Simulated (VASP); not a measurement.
Input of a VASP 6.6.1 run:

INCAR

```
SYSTEM = LiCl
PREC = Accurate ; ENCUT = 750
EDIFF = 1E-6 ; ISMEAR = 1
SIGMA = 0.05 ; LREAL = .False.
LASPH = .True. ; NELM = 120
ALGO = Normal ; ISIF = 2
LWAVE = .False. ; LCHARG = .True.
GGA = PE ; LELF = .True.
LVHAR = .True. ; NBANDS = 54
GGA_COMPAT = .False.
```

Contents of KPOINTS:

```
Automatic mesh
0
Gamma
  2 2 2
  0 0 0
```

Contents of POSCAR:

```
LiCl
1.0
    0.0000000000      5.1295400000      5.1295400000
    5.1295400000      0.0000000000      5.1295400000
    5.1295400000      5.1295400000      0.0000000000
Li Cl
8 8
Direct
    0.0000000000      0.0000000000      0.0000000000
    0.0000000000      0.0000000000      0.5000000000
    0.0000000000      0.5000000000      0.0000000000
    0.0000000000      0.5000000000      0.5000000000
    0.5000000000      0.0000000000      0.0000000000
    0.5000000000      0.0000000000      0.5000000000
    0.5000000000      0.5000000000      0.0000000000
    0.5000000000      0.5000000000      0.5000000000
    0.2500000000      0.2500000000      0.2500000000
    0.2500000000      0.2500000000      0.7500000000
    0.2500000000      0.7500000000      0.2500000000
    0.2500000000      0.7500000000      0.7500000000
    0.7500000000      0.2500000000      0.2500000000
    0.7500000000      0.2500000000      0.7500000000
    0.7500000000      0.7500000000      0.2500000000
    0.7500000000      0.7500000000      0.7500000000
```

Potentials or basis: VASP PAW PBE potentials, release 64 (Li_sv, Cl).

Launch:

```console
$ cat potpaw_PBE.64/Li_sv/POTCAR potpaw_PBE.64/Cl/POTCAR > POTCAR
$ mpirun -np 1 vasp_std > vasp.out
```

Predict the pressure.

0.4 GPa.

Estimate the band gap on the k mesh.

6.33 eV.

Caveat: the k points lie up to 0.53 Å⁻¹ apart. Expect the measured gap to be larger: semilocal functionals such as PBE lack the derivative discontinuity.
